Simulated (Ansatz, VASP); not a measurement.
## One calculation of Au, two programs

Contents of INCAR:

```
SYSTEM = Au
PREC = Accurate
ENCUT = 520
EDIFF = 1E-7
ISMEAR = 0
SIGMA = 0.15
LREAL = .FALSE.
LASPH = .TRUE.
NELM = 100
ALGO = Normal
ISIF = 2
LWAVE = .FALSE.
LCHARG = .FALSE.
GGA = PS
NBANDS = 12
```

Contents of KPOINTS:

```
Automatic mesh
0
G
  20 20 20
  0 0 0
```

File POSCAR:

```
Au
1.0
    0.0000000000      2.0761825000      2.0148175000
    2.0761825000      0.0000000000      2.0148175000
    2.0761825000      2.0761825000      0.0000000000
Au
1
Direct
    0.0000000000      0.0000000000      0.0000000000
```

Input for Ansatz:

```yaml
crystal:
  lattice:
    - [0.0, 2.0761825, 2.0148175]
    - [2.0761825, 0.0, 2.0148175]
    - [2.0761825, 2.0761825, 0.0]
  atoms:
    - { symbol: Au, position: [0.0, 0.0, 0.0] }
basis:
  ecutwfc: 420
kpoints:
  mp_grid: { grid: [20, 20, 20] }
hamiltonian:
  xc: pbesol
scf:
  occupations: { method: gaussian, width: 0.15 }
output:
  forces: true
  stress: true
  eigenvalues: true
```

Change from the starting cell: strain +0.015 along x and y, -0.015 along z, atoms carried along.

Alike in both runs: task single point; functional PBEsol; k mesh 20 × 20 × 20; occupations gaussian, width 0.15 eV; no spin polarisation.

|  | VASP | Ansatz |
| --- | --- | --- |
| version | VASP 6.6.1 | Ansatz 0.2.0 |
| potentials or method | VASP PAW PBE potentials, release 64 (Au), cutoff 520 eV | scalar-relativistic, plane waves, PAW |
| valence electrons in the cell | 11 | 19 |

|  | VASP | Ansatz | Ansatz less VASP |
| --- | --- | --- | --- |
| gap on the k mesh at the Fermi level (eV) | none | none | - |
| pressure (GPa) | -3.6 | -3.3 | +0.27 |
| traceless stress, the component that is largest in VASP (GPa) | 0.53 | 0.52 | -0.004 |

VASP's potentials were made for PBE, not for PBEsol. A gap of «none» marks a metal or a gap that the smearing closes. With one functional, cell and mesh, what is left measures potentials, basis and numerics. VASP's potentials hold 11 valence electrons a cell and Ansatz's 19, so a difference there can come from the potentials and not from the codes.

Neither program's run includes spin-orbit coupling.
